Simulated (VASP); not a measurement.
# Ru (P6_3/mmc) in VASP: notebook, part 2 of 2

VASP 6.6.1. Earlier steps stand in the parts before.

### Step 3. Relaxation of cell and atoms, RPBE

This run uses another cell than the first one, of 13.55 Å³/atom, 0.970 times its volume.

File INCAR:

```
PREC = Accurate
ENCUT = 600
EDIFF = 1E-7
ISMEAR = -1
SIGMA = 0.1
LREAL = False
LASPH = True
NELM = 80
ALGO = Normal
ISIF = 3
LWAVE = False
LCHARG = False
GGA = RP
IBRION = 2
NSW = 80
EDIFFG = -0.01
```

File KPOINTS:

```
Automatic mesh
0
Gamma
  13 13 8
```

File POSCAR:

```
Ru
1.0
    2.7038898633      0.0000000000      0.0000000000
   -1.3519449316      2.3416373106      0.0000000000
    0.0000000000      0.0000000000      4.2816800000
Ru
2
Direct
    0.3333333333      0.6666666667      0.2500000000
    0.6666666667      0.3333333333      0.7500000000
```

Potentials or basis: VASP PAW PBE potentials, release 64 (Ru_pv).

The run is started by

```console
$ cat potpaw_PBE.64/Ru_pv/POTCAR > POTCAR
$ mpirun -np 1 vasp_std > vasp.out
```

OUTCAR:

```text
PREC = Accurate
   ENCUT = 600
   EDIFF = 1E-7
   ISMEAR = -1
   LREAL = False
   LASPH = True
   NELM = 80
   ISIF = 3
   GGA = RP
   IBRION = 2
   NSW = 80
   EDIFFG = -0.01

 ion  position               nearest neighbor table
   1  0.333  0.667  0.250-   2 2.65   2 2.65   2 2.65   2 2.65   2 2.65   2 2.65
   2  0.667  0.333  0.750-   1 2.65   1 2.65   1 2.65   1 2.65   1 2.65   1 2.65

  LATTYP: Found a hexagonal cell.
 ALAT       =     2.7038898633
 C/A-ratio  =     1.5835260371

  Lattice vectors:

 A1 = (   2.7038898633,   0.0000000000,   0.0000000000)
 A2 = (  -1.3519449316,   2.3416373106,   0.0000000000)
 A3 = (   0.0000000000,   0.0000000000,   4.2816800000)

Analysis of symmetry for initial positions (statically):
=====================================================================
 Subroutine PRICEL returns:
 Original cell was already a primitive cell.

 Routine SETGRP: Setting up the symmetry group for a
 hexagonal supercell.

 Subroutine GETGRP returns: Found 24 space group operations
[... 169 lines left out ...]

------------------------ aborting loop because EDIFF is reached ----------------------------------------

  FORCE on cell =-STRESS in cart. coord.  units (eV):
  Direction    XX          YY          ZZ          XY          YZ          ZX
  --------------------------------------------------------------------------------------
  -------------------------------------------------------------------------------------
  Total        1.7361144      1.7361144      1.3694094      0.0000000      0.0000000      0.0000000
  in kB      102.6044271    102.6044271     80.9321440      0.0000000      0.0000000      0.0000000
  external PRESSURE =      95.3803327 kB  Pullay stress =       0.0000000 kB
[... 275 lines left out ...]
--------------------------------------- Ionic step        9  -------------------------------------------

 number of electron      28.0000005 magnetization

 Free energy of the ion-electron system (eV)
  ---------------------------------------------------
  ext. energy  EPLUGINS =         0.00000000
  ---------------------------------------------------
  free energy    TOTEN  =       -17.20157218 eV

  energy without entropy =      -17.14411270  energy(sigma->0) =      -17.17284244

 E-fermi :  12.4344     XC(G=0): -13.8675

 val. band max:       12.4003728689   @ k =   0.4615   0.0769   0.2500
 cond. band min:      12.4394249148   @ k =   0.0769   0.0000   0.3750
 fundamental gap:      0.0390520459
 Fermi energy:        12.4344409503

 k-point     1 :       0.0000    0.0000    0.0000
  band No.  band energies     occupation
      1     -31.1509      2.00000
      2     -30.3024      2.00000
      3     -30.3024      2.00000
      4     -30.1427      2.00000
      5     -30.1427      2.00000
      6     -30.1006      2.00000
[... 481 lines left out ...]
      5     -30.1703      2.00000
      6     -30.1514      2.00000
[... 10 lines left out ...]
     17      13.7559      0.00000
     18      16.5887      0.00000

 [... further k-points ...]
[... 5 lines left out ...]
  --------------------------------------------------------------------------------------
  -------------------------------------------------------------------------------------
  Total        0.0014255      0.0014255      0.0013987      0.0000000      0.0000000     -0.0000000
  in kB        0.0817491      0.0817491      0.0802119      0.0000000      0.0000000     -0.0000000
  external PRESSURE =       0.0812367 kB  Pullay stress =       0.0000000 kB
[... 17 lines left out ...]
  FREE ENERGIE OF THE ION-ELECTRON SYSTEM (eV)
  ---------------------------------------------------
  free  energy   TOTEN  =       -17.2015721833 eV

  energy  without entropy=      -17.1441126970  energy(sigma->0) =      -17.17284244

 reached required accuracy - stopping structural energy minimisation
```

OSZICAR:

```text
N       E                     dE             d eps       ncg     rms          rms(c)
DAV:   1     0.308307516831E+03    0.30831E+03   -0.19512E+04  3780   0.192E+03
DAV:   2    -0.110359105104E+02   -0.31934E+03   -0.31362E+03  3948   0.523E+02
DAV:   3    -0.183226285317E+02   -0.72867E+01   -0.70811E+01  4052   0.835E+01
[... 84 lines left out ...]
DAV:   2    -0.172015683055E+02    0.61415E-03   -0.18463E-03  3788   0.451E-01    0.323E-02
DAV:   3    -0.172015609713E+02    0.73342E-05   -0.87899E-05  3824   0.880E-02    0.183E-02
DAV:   4    -0.172015726587E+02   -0.11687E-04   -0.73687E-06  3892   0.272E-02    0.249E-03
DAV:   5    -0.172015724893E+02    0.16942E-06   -0.67337E-07  4108   0.830E-03    0.136E-03
DAV:   6    -0.172015721402E+02    0.34908E-06   -0.62386E-08  1900   0.232E-03    0.250E-04
DAV:   7    -0.172015721833E+02   -0.43095E-07   -0.67440E-09  1890   0.688E-04
   9 F= -.17201572E+02 E0= -.17172842E+02  d E =-.764156E-05
```

CONTCAR:

```text
Ru
   1.00000000000000
     2.7363255586162811    0.0000000000006954   -0.0000000000000000
    -1.3681627792569389    2.3697274467310496    0.0000000000000000
     0.0000000000000000    0.0000000000000000    4.3086044670355719
  Ru
     2
Direct
     0.3333333332999970    0.6666666667000030    0.2500000000000000
     0.6666666667000030    0.3333333332999970    0.7500000000000000

  0.00000000E+00  0.00000000E+00  0.00000000E+00
  0.00000000E+00  0.00000000E+00  0.00000000E+00
```

It took 3.7 min on 1 thread of Intel Xeon 6975P-C, shared host; peak memory 0.2 GiB.

What came out:

```
Free energy                            : -17.2016 eV
Relaxed volume                         : 13.97 Å³/atom
Relaxed cell                           : a = 2.736 Å, b = 2.736 Å, c = 4.309 Å, α = 90.00°, β = 90.00°, γ = 120.00°
Space group after relaxing (to 0.05 Å) : P6_3/mmc (No. 194)
Energy gained by relaxing              : 12.3 meV/atom
Ionic steps                            : 9
Pressure after relaxing                : 0.0 GPa
Band gap on the k mesh                 : zero (band 14 reaches 13.85 eV, above the bottom of band 15 at 10.91 eV)
```

The path:
| step | energy change (eV) | largest force (eV/Å) | pressure (GPa) | volume (Å³) |
| --- | --- | --- | --- | --- |
| 1 | 0.0000 | 0.0000 | 9.54 | 27.11 |
| 2 | 0.1440 | 0.0000 | -20.15 | 30.40 |
| 3 | -0.0243 | 0.0000 | -0.38 | 27.97 |
| 4 | -0.0243 | 0.0000 | -0.09 | 27.94 |
| 5 | -0.0243 | 0.0000 | 0.09 | 27.93 |
| 6 | -0.0245 | 0.0000 | 0.22 | 27.92 |
| 7 | -0.0246 | 0.0000 | 0.17 | 27.92 |
| 8 | -0.0246 | 0.0000 | -0.33 | 27.97 |
| 9 | -0.0246 | 0.0000 | 0.01 | 27.94 |

Final structure:
```
CELL_PARAMETERS angstrom
2.73633 0.00000 0.00000
-1.36816 2.36973 0.00000
0.00000 0.00000 4.30860
ATOMIC_POSITIONS crystal
Ru 0.33333 0.66667 0.25000
Ru 0.66667 0.33333 0.75000
```

Caveat: the PAW data sets were made with another functional, which shifts forces and pressure a little. Zero-point motion and thermal expansion aren't in these numbers.

### Step 4. Relaxation of cell and atoms, RPBE, collinear spin, ferromagnetic start

This run uses another cell than the first one, of 13.55 Å³/atom, 0.970 times its volume.

File INCAR:

```
SYSTEM = Ru
ALGO     = Normal         ! electronic algorithm
EDIFF    = 1E-6           ! SCF threshold, eV
EDIFFG   = -0.01          ! ionic threshold
ENCUT    = 600            ! plane-wave cutoff, eV
GGA      = RP             ! functional
IBRION   = 2              ! ionic algorithm
ISIF     = 3              ! what is computed and relaxed
ISMEAR   = -1             ! smearing method
ISPIN    = 2              ! spin polarisation
LASPH    = .True.         ! aspherical terms in the spheres
LCHARG   = .False.        ! write CHGCAR
LMAXMIX  = 4              ! l up to which the mixer works
LORBIT   = 11             ! projections on sites
LREAL    = .False.        ! projectors in reciprocal space
LWAVE    = .False.        ! write WAVECAR
MAGMOM   = 1 1            ! initial moments
NELM     = 150            ! most SCF steps
NSW      = 80             ! ionic steps
PREC     = Accurate       ! precision mode
SIGMA    = 0.05           ! smearing width, eV
```

File KPOINTS:

```
k-points
0
Gamma
  13 13 8
  0 0 0
```

POSCAR is that of step 3.

The run is started by

```console
$ cat potpaw_PBE.64/Ru_pv/POTCAR > POTCAR
$ mpirun -np 1 vasp_std > vasp.out
```

Run time: 3.6 min. Hardware: 1 thread of Intel Xeon 6975P-C (Granite Rapids), shared host; peak memory 0.25 GiB.

The run converged. Its results:

* Free energy: -17.1803 eV
* Relaxed volume: 13.96 Å³/atom
* Relaxed cell: a = 2.737 Å, b = 2.737 Å, c = 4.305 Å, α = 90.00°, β = 90.00°, γ = 120.00°
* Space group after relaxing (to 0.05 Å): P6_3/mmc (No. 194)
* Energy gained by relaxing: 12.0 meV/atom
* Ionic steps: 9
* Pressure after relaxing: 0.0 GPa
* Band gap on the k mesh: zero (filled and empty bands overlap)
* Net moment: 0.00 μB per cell
* Valence electrons inside the program's atomic spheres: Ru 12.62

Step by step:
```
step  energy change (eV)  largest force (eV/Å)  pressure (GPa)  volume (Å³)
   1              0.0000                0.0000            9.33        27.11
   2              0.1382                0.0000          -19.89        30.33
   3             -0.0236                0.0000           -0.37        27.96
   4             -0.0236                0.0000           -0.14        27.93
   5             -0.0236                0.0000            0.03        27.92
   6             -0.0238                0.0000            0.23        27.90
   7             -0.0239                0.0000            0.15        27.91
   8             -0.0239                0.0000           -0.31        27.95
   9             -0.0239                0.0000            0.01        27.92
```

Final structure:
```yaml
crystal:
  lattice:
    - [2.73662, 0.00000, 0.00000]
    - [-1.36831, 2.36998, 0.00000]
    - [0.00000, 0.00000, 4.30508]
  atoms:
    - { symbol: Ru, position: [0.33333, 0.66667, 0.25000] }
    - { symbol: Ru, position: [0.66667, 0.33333, 0.75000] }
```

Levels at points of the mesh, in eV from the Fermi level:
Spin up:
```csv
k point,band 11,band 12,band 13,band 14,band 15,band 16,band 17,band 18
"(0.00, 0.00, 0.00)",-2.31,-1.87,-1.87,-1.42,-1.42,1.08,1.08,1.30
"(0.00, 0.00, 0.50)",-2.71,-2.71,-2.62,-2.62,0.47,0.47,0.47,0.47
```
Spin down:
```csv
k point,band 11,band 12,band 13,band 14,band 15,band 16,band 17,band 18
"(0.00, 0.00, 0.00)",-2.31,-1.87,-1.87,-1.42,-1.42,1.08,1.08,1.30
"(0.00, 0.00, 0.50)",-2.71,-2.71,-2.62,-2.62,0.47,0.47,0.47,0.47
```

Caveat: the PAW data sets were made with another functional, which shifts forces and pressure a little. RPBE and its kin give volumes clearly too large for solids.

### Step 5. The runs side by side

```tsv
task	spin	cell	cutoff (eV)	smearing	gap on the mesh (eV)	pressure (GPa)	relaxed volume (Å³/atom)
single point	off	a = 2.737, b = 2.737, c = 4.309 Å, angles 90.0, 90.0, 120.0°, 2 atoms	520	fermi-dirac 0.1 eV	none	-0.1	-
relaxation of cell and atoms	off	relaxed from a = 2.704, b = 2.704, c = 4.282 Å, angles 90.0, 90.0, 120.0°, 2 atoms	600	fermi-dirac 0.1 eV	none	0.0	13.97
relaxation of cell and atoms	collinear, ferromagnetic start	relaxed from a = 2.704, b = 2.704, c = 4.282 Å, angles 90.0, 90.0, 120.0°, 2 atoms	600	fermi-dirac 0.05 eV	none	0.0	13.96
```

Alike in all rows: level RPBE; potentials or basis VASP PAW PBE potentials, release 64 (Ru_pv); k mesh 13 × 13 × 8.

Caveats: the PAW data sets were made with another functional, which shifts forces and pressure a little.

Absolute energies hang on the potentials; compare differences alone.
